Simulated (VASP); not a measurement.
Set up this calculation in VASP 6.6.1, as the native input.

```yaml
Task: single point
Functional: PBE
Potentials_or_basis: VASP PAW PBE potentials, release 64 (Sn_d, Pb_d, Se)
Cutoff: 520 eV
k_mesh: 4 × 4 × 4
Occupations: gaussian, width 0.1 eV
Spin: no spin polarisation
Dipole_correction: no
Further_INCAR_settings: ALGO = Normal; EDIFF = 1e-06; NBANDS = 50
```

The structure of Sn3PbSe4 lies in POSCAR:

```
Sn3PbSe4
1.0
   -3.0520320000      3.0520320000      6.1044420000
    3.0520320000     -3.0520320000      6.1044420000
    3.0520320000      3.0520320000     -6.1044420000
Sn Pb Se
3 1 4
Direct
    0.7500000000      0.2500000000      0.5000000000
    0.5000000000      0.5000000000      0.0000000000
    0.2500000000      0.7500000000      0.5000000000
    0.0000000000      0.0000000000      0.0000000000
    0.7464020000      0.7464020000      0.0000000000
    0.5000000000      0.0000000000      0.5000000000
    0.2535980000      0.2535980000      0.0000000000
    0.0000000000      0.5000000000      0.5000000000
```

The input as run:

INCAR

```
PREC = Accurate ; ENCUT = 520
EDIFF = 1E-6 ; ISMEAR = 0
SIGMA = 0.1 ; LREAL = F
LASPH = T ; NELM = 80
ALGO = Normal ; ISIF = 2
LWAVE = F ; LCHARG = F
GGA = PE ; NBANDS = 50
```

KPOINTS

```
Automatic mesh
0
Gamma
  4 4 4
```

Potentials or basis: VASP PAW PBE potentials, release 64 (Sn_d, Pb_d, Se).

Run with:

```console
$ cat potpaw_PBE.64/Sn_d/POTCAR potpaw_PBE.64/Pb_d/POTCAR potpaw_PBE.64/Se/POTCAR > POTCAR
$ mpirun -np 1 vasp_std > vasp.out
```

It gave:

| Item | Value |
| --- | --- |
| Pressure | -0.2 GPa |
| Largest force | 0.019 eV/Å |
| Band gap on the k mesh | 0.15 eV, direct |

Caveat: spin-orbit coupling is left out, which moves the levels of the heavy elements.

Run time: 6.6 min on 1 thread of Intel Xeon 6975P-C (shared host), peak memory 0.51 GiB.
